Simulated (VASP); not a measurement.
C64O (a cell with a defect), 65 atoms in the cell. The cell holds a defect, 65 atoms: a = 7.108 Å, b = 7.108 Å, c = 7.108 Å, α = 90.00°, β = 90.00°, γ = 90.00°. 

```yaml
Program: VASP 6.6.1
Task: single point
Functional: r2SCAN
Potentials_or_basis: VASP PAW PBE potentials, release 64 (C, O)
Cutoff: 520 eV
k_mesh: 1 × 1 × 1, shifted
Occupations: fermi-dirac, width 0.05 eV
Spin: no spin polarisation
Dipole_correction: no
Further_INCAR_settings: LREAL = Auto; ALGO = Normal; EDIFF = 1e-06; NBANDS = 169; ISYM = 0
```

Potentials or basis: VASP PAW PBE potentials, release 64 (C, O).

Command:

```console
$ cat potpaw_PBE.64/C/POTCAR potpaw_PBE.64/O/POTCAR > POTCAR
$ cp INCAR.step1 INCAR
$ mpirun -np 1 vasp_std > vasp.out
$ cp INCAR.step2 INCAR
$ mpirun -np 1 vasp_std > vasp.out
```

Hardware: 1 thread of Intel(R) Xeon(R) Platinum 8259CL CPU @ 2.50GHz (Skylake/Cascade Lake), with other jobs on the host.

**Question.** Estimate the wall time of this run.

**Answer.** Wall time 22 min on 1 thread of Intel(R) Xeon(R) Platinum 8259CL CPU @ 2.50GHz (Skylake/Cascade Lake), on a shared host, peak memory 0.52 GiB. Counts: k points 4.
